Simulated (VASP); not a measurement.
# BN (e600) (P6_3mc) in VASP: notebook

Runs on BN (e600). Level: PBEsol. Tasks: relaxation of the atoms, single point.

Everything below comes from runs of VASP 6.6.1. Logs are shortened: lines on timing, memory, paths and dates and some standing lists are left out, and cuts for length are marked.

## 1. The cell of the first run

It takes space group P6_3mc (No. 186, hexagonal). Conventional cell: a = 2.542 Å, b = 2.542 Å, c = 4.161 Å, α = 90.00°, β = 90.00°, γ = 120.00°. Within 2.1 Å of B (site symmetry 3m) lie 4 N at 1.56 Å. Within 2.1 Å of N (site symmetry 3m) lie 4 B at 1.56 Å.

## 2. Relaxation of the atoms, PBEsol (strained cell)

INCAR reads:

```
SYSTEM = BN
PREC     = Accurate       ! precision mode
ENCUT    = 520            ! plane-wave cutoff, eV
EDIFF    = 1E-6           ! SCF threshold, eV
ISMEAR   = 0              ! smearing method
SIGMA    = 0.02           ! smearing width, eV
LREAL    = .FALSE.        ! projectors in reciprocal space
LASPH    = .TRUE.         ! aspherical terms in the spheres
NELM     = 80             ! most SCF steps
ALGO     = Normal         ! electronic algorithm
ISIF     = 2              ! what is computed and relaxed
LWAVE    = .FALSE.        ! write WAVECAR
LCHARG   = .FALSE.        ! write CHGCAR
GGA      = PS             ! functional
IBRION   = 2              ! ionic algorithm
NSW      = 60             ! ionic steps
EDIFFG   = -0.002         ! ionic threshold
```

KPOINTS reads:

```
Automatic mesh
0
G
  9 9 6
  0 0 0
```

POSCAR reads:

```
BN
1.0
    2.5423974551      0.0000000000      0.0000000000
   -1.2711987275      2.2017807826      0.0000000000
    0.0000000000      0.0000000000      4.1606277790
B N
2 2
Direct
    0.3333333333      0.6666666667     -0.0000992322
    0.6666666667      0.3333333333      0.4999007678
    0.3333333333      0.6666666667      0.3740992322
    0.6666666667      0.3333333333      0.8740992322
```

Potentials or basis: VASP PAW PBE potentials, release 64 (B, N).

Command:

```sh
$ cat potpaw_PBE.64/B/POTCAR potpaw_PBE.64/N/POTCAR > POTCAR
$ mpirun -np 1 vasp_std > vasp.out
```

OUTCAR:

```text
SYSTEM = BN
   PREC = Accurate
   ENCUT = 520
   EDIFF = 1E-6
   ISMEAR = 0
   LREAL = .FALSE.
   LASPH = .TRUE.
   NELM = 80
   ISIF = 2
   GGA = PS
   IBRION = 2
   NSW = 60
   EDIFFG = -0.002

 ion  position               nearest neighbor table
   1  0.333  0.667  1.000-   3 1.56   4 1.56   4 1.56   4 1.56
   2  0.667  0.333  0.500-   4 1.56   3 1.56   3 1.56   3 1.56
   3  0.333  0.667  0.374-   1 1.56   2 1.56   2 1.56   2 1.56
   4  0.667  0.333  0.874-   2 1.56   1 1.56   1 1.56   1 1.56

  LATTYP: Found a hexagonal cell.
 ALAT       =     2.5423974551
 C/A-ratio  =     1.6364977752

  Lattice vectors:

 A1 = (   2.5423974551,   0.0000000000,   0.0000000000)
 A2 = (  -1.2711987275,   2.2017807826,   0.0000000000)
 A3 = (   0.0000000000,   0.0000000000,   4.1606277790)

Analysis of symmetry for initial positions (statically):
=====================================================================
 Subroutine PRICEL returns:
 Original cell was already a primitive cell.

 Routine SETGRP: Setting up the symmetry group for a
 hexagonal supercell.

 Subroutine GETGRP returns: Found 12 space group operations
 (whereof  6 operations were pure point group operations)
 out of a pool of 24 trial point group operations.

The static configuration has the point symmetry C_3v.
 The point group associated with its full space group is C_6v.

Analysis of symmetry for dynamics (positions and initial velocities):
=====================================================================
 Subroutine PRICEL returns:
 Original cell was already a primitive cell.

 Routine SETGRP: Setting up the symmetry group for a
 hexagonal supercell.

 Subroutine GETGRP returns: Found 12 space group operations
 (whereof  6 operations were pure point group operations)
 out of a pool of 24 trial point group operations.

The dynamic configuration has the point symmetry C_3v.
 The point group associated with its full space group is C_6v.

 Subroutine INISYM returns: Found 12 space group operations
 (whereof  6 operations are pure point group operations),
 and found     1 'primitive' translations

----------------------------------------------------------------------------------------

                                     Primitive cell

  volume of cell :      23.2904

  direct lattice vectors                    reciprocal lattice vectors
     2.542397455  0.000000000  0.000000000     0.393329532  0.227088911  0.000000000
    -1.271198728  2.201780783  0.000000000     0.000000000  0.454177822  0.000000000
     0.000000000  0.000000000  4.160627779     0.000000000  0.000000000  0.240348345

  length of vectors
     2.542397455  2.542397455  4.160627779     0.454177822  0.454177822  0.240348345

  position of ions in fractional coordinates (direct lattice)
     0.333333333  0.666666667  0.999900768
     0.666666667  0.333333333  0.499900768
     0.333333333  0.666666667  0.374099232
     0.666666667  0.333333333  0.874099232

  ion indices of the primitive-cell ions
   primitive index   ion index
                 1           1
                 2           2
                 3           3
                 4           4

----------------------------------------------------------------------------------------

 KPOINTS: Automatic mesh

Automatic generation of k-mesh.
 Grid dimensions read from file:
 generate k-points for:    9    9    6

 Generating k-lattice:

  Cartesian coordinates                     Fractional coordinates (reciprocal lattice)
     0.043703281  0.025232101  0.000000000     0.111111111  0.000000000  0.000000000
     0.000000000  0.050464202  0.000000000     0.000000000  0.111111111  0.000000000
     0.000000000  0.000000000  0.040058057     0.000000000  0.000000000  0.166666667

  Length of vectors
     0.050464202  0.050464202  0.040058057

  Shift w.r.t. Gamma in fractional coordinates (k-lattice)
     0.000000000  0.000000000  0.000000000

 Subroutine IBZKPT returns following result:
 ===========================================

 Found     48 irreducible k-points:

 Following reciprocal coordinates:
            Coordinates               Weight
  0.000000  0.000000  0.000000      1.000000
  0.111111  0.000000  0.000000      6.000000
  0.222222  0.000000  0.000000      6.000000
  0.333333  0.000000  0.000000      6.000000
  0.444444  0.000000  0.000000      6.000000
  0.111111  0.111111  0.000000      6.000000
[... 16 lines left out ...]
  0.333333  0.222222  0.166667     24.000000
  0.333333  0.333333  0.166667      4.000000
 [... further k-points ...]
   k-points           NKPTS =     48   k-points in BZ     NKDIM =     48   number of bands    NBANDS=     12
   number of dos      NEDOS =    301   number of ions     NIONS =      4
   total plane-waves  NPLWV =  12800
   dimension x,y,z NGX =    20 NGY =   20 NGZ =   32
   dimension x,y,z NGXF=    40 NGYF=   40 NGZF=   64
   ions per type =               2   2
   NGX,Y,Z   is equivalent  to a cutoff of  13.08, 13.08, 12.79 a.u.
   NGXF,Y,Z  is equivalent  to a cutoff of  26.16, 26.16, 25.57 a.u.
 SYSTEM =  BN
   PREC   = accura    normal or accurate (medium, high low for compatibility)
   ISTART =      0    job   : 0-new  1-cont  2-samecut
   ICHARG =      2    charge: 1-file 2-atom 10-const
   ISPIN  =      1    spin polarized calculation?
   LNONCOLLINEAR =      F non collinear calculations
   LSORBIT =      F    spin-orbit coupling
   LASPH  =      T    aspherical Exc in radial PAW
   ENCUT  =  520.0 eV  38.22 Ry    6.18 a.u.   4.73  4.73  7.74*2*pi/ulx,y,z
   NELM   =     80;   NELMIN=  2; NELMDL= -5     # of ELM steps
   EDIFF  = 0.1E-05   stopping-criterion for ELM
   LREAL  =      F    real-space projection
   EDIFFG = -.2E-02   stopping-criterion for IOM
   NSW    =     60    number of steps for IOM
   IBRION =      2    ionic relax: 0-MD 1-quasi-New 2-CG
   NFREE  =      1    steps in history (QN), initial steepest desc. (CG)
   ISIF   =      2    stress and relaxation
   ISYM   =      2    0-nonsym 1-usesym 2-fastsym
   POTIM  = 0.5000    time-step for ionic-motion
   TEBEG  =    0.0;   TEEND  =   0.0 temperature during run
   PSTRESS=    0.0 pullay stress
   NELECT =      16.0000    total number of electrons
   NUPDOWN=      -1.0000    fix difference up-down
   EMIN   =  10.00;   EMAX   =-10.00  energy-range for DOS
   EFERMI =   0.00;   METHOD = LEGACY
   ISMEAR =     0;   SIGMA  =   0.02  broadening in eV -4-tet -1-fermi 0-gaus
   EFERMI_NEDOS =   21; number of points for ismear=-14 and -15
   IALGO  =     38    algorithm
   IMIX   =      4    mixing-type and parameters
     AMIX     =   0.40;   BMIX     =  1.00
     AMIX_MAG =   1.60;   BMIX_MAG =  1.00
  volume/ion in A,a.u.               =       5.82        39.29
  Fermi-wavevector in a.u.,A,eV,Ry     =   1.444517  2.729742 28.390321  2.086630
  Thomas-Fermi vector in A             =   2.562803
   LORBIT       =      0    0 simple, 1 ext, 2 COOP (PROOUT), +10 PAW based schemes
   GGA     = PS    functional components
   LHFCALC =     F    Hartree Fock is set to
   AEXX    =    0.0000 exact exchange contribution
   IVDW    =     0    specifies the selected vdW correction
   LEPSILON=     F    determine dielectric tensor
   LRPA    =     F    only Hartree local field effects (RPA)
 conjugate gradient relaxation of ions
 non-spin polarized calculation
 Gauss-broadening in eV      SIGMA  =   0.02
  energy-cutoff  :      520.00
  volume of cell :       23.29
 maximum number of plane-waves:       652
 NGX is ok and might be reduce to    20
   NGX =  9   NGY =  9   NGZ = 15

--------------------------------------- Ionic step        1  -------------------------------------------

 number of electron      16.0000000 magnetization

 Free energy of the ion-electron system (eV)
  ---------------------------------------------------
  ext. energy  EPLUGINS =         0.00000000
  ---------------------------------------------------
  free energy    TOTEN  =       -36.61634836 eV

  energy without entropy =      -36.61634836  energy(sigma->0) =      -36.61634836

------------------------ aborting loop because EDIFF is reached ----------------------------------------

  FORCE on cell =-STRESS in cart. coord.  units (eV):
  Direction    XX          YY          ZZ          XY          YZ          ZX
  --------------------------------------------------------------------------------------
  -------------------------------------------------------------------------------------
  Total        0.0936986      0.0936986      1.6967413      0.0000000      0.0000000      0.0000000
  in kB        6.4456578      6.4456578    116.7212217      0.0000000      0.0000000      0.0000000
  external PRESSURE =      43.2041791 kB  Pullay stress =       0.0000000 kB
[... 61 lines left out ...]
  energy  without entropy=      -36.6162399256  energy(sigma->0) =      -36.61623993

--------------------------------------- Ionic step        3  -------------------------------------------

 number of electron      16.0000000 magnetization

 Free energy of the ion-electron system (eV)
  ---------------------------------------------------
  ext. energy  EPLUGINS =         0.00000000
  ---------------------------------------------------
  free energy    TOTEN  =       -36.61645077 eV

  energy without entropy =      -36.61645077  energy(sigma->0) =      -36.61645077

 E-fermi :   7.8607     XC(G=0): -13.0759

 val. band max:        7.6914484219   @ k =   0.0000   0.0000   0.0000
 cond. band min:      12.6752095263   @ k =   0.3333   0.3333   0.0000
 fundamental gap:      4.9837611043
 Fermi energy:         7.8607440813

 k-point     1 :       0.0000    0.0000    0.0000
  band No.  band energies     occupation
      1     -12.8967      2.00000
      2      -8.5278      2.00000
      3      -3.4214      2.00000
      4       5.4444      2.00000
      5       5.4444      2.00000
      6       7.4547      2.00000
      7       7.6914      2.00000
      8       7.6914      2.00000
      9      15.9637      0.00000
     10      15.9637      0.00000
     11      16.6581      0.00000
     12      17.1380      0.00000
[... 331 lines left out ...]
 k-point    24 :       0.3333    0.3333    0.1667
  band No.  band energies     occupation
      1      -7.4419      2.00000
      2      -7.4419      2.00000
      3      -1.6202      2.00000
      4      -0.2225      2.00000
      5      -0.2225      2.00000
      6       1.7785      2.00000
      7       2.9799      2.00000
      8       2.9799      2.00000
      9      13.4523      0.00000
     10      19.8787      0.00000
     11      19.8787      0.00000
     12      21.1858      0.00000

 [... further k-points ...]

------------------------ aborting loop because EDIFF is reached ----------------------------------------

  FORCE on cell =-STRESS in cart. coord.  units (eV):
  Direction    XX          YY          ZZ          XY          YZ          ZX
  --------------------------------------------------------------------------------------
  -------------------------------------------------------------------------------------
  Total        0.1010653      0.1010653      1.6841228      0.0000000      0.0000000      0.0000000
  in kB        6.9524275      6.9524275    115.8531777      0.0000000      0.0000000      0.0000000
  external PRESSURE =      43.2526776 kB  Pullay stress =       0.0000000 kB
[... 19 lines left out ...]
  FREE ENERGIE OF THE ION-ELECTRON SYSTEM (eV)
  ---------------------------------------------------
  free  energy   TOTEN  =       -36.6164507675 eV

  energy  without entropy=      -36.6164507675  energy(sigma->0) =      -36.61645077

 reached required accuracy - stopping structural energy minimisation
```

Wall time 15 s (1 thread of Intel Xeon Platinum 8375C at 2.90GHz (Ice Lake), shared host); peak memory 0.13 GiB.

What came out:

| Property | Result |
| --- | --- |
| Free energy | -36.6165 eV |
| Energy gained by relaxing | 0.0 meV/atom |
| Ionic steps | 3 |
| Pressure after relaxing | 4.3 GPa |
| Band gap on the k mesh | 4.98 eV, indirect (least direct gap 8.20 eV) |

The path:
```tsv
step	energy change (eV)	largest force (eV/Å)	pressure (GPa)
1	0.0000	0.0509	4.32
2	0.0001	0.0728	4.34
3	-0.0001	0.0009	4.33
```

Final structure:
```
CELL_PARAMETERS angstrom
2.54240 0.00000 0.00000
-1.27120 2.20178 0.00000
0.00000 0.00000 4.16063
ATOMIC_POSITIONS crystal
B 0.33333 0.66667 0.99966
B 0.66667 0.33333 0.49966
N 0.33333 0.66667 0.37434
N 0.66667 0.33333 0.87434
```

Caveat: the cell differs from its parent crystal (strained cell); the PAW data sets were made with another functional, which shifts forces and pressure a little.

(Part 1 of 2 ends here.)
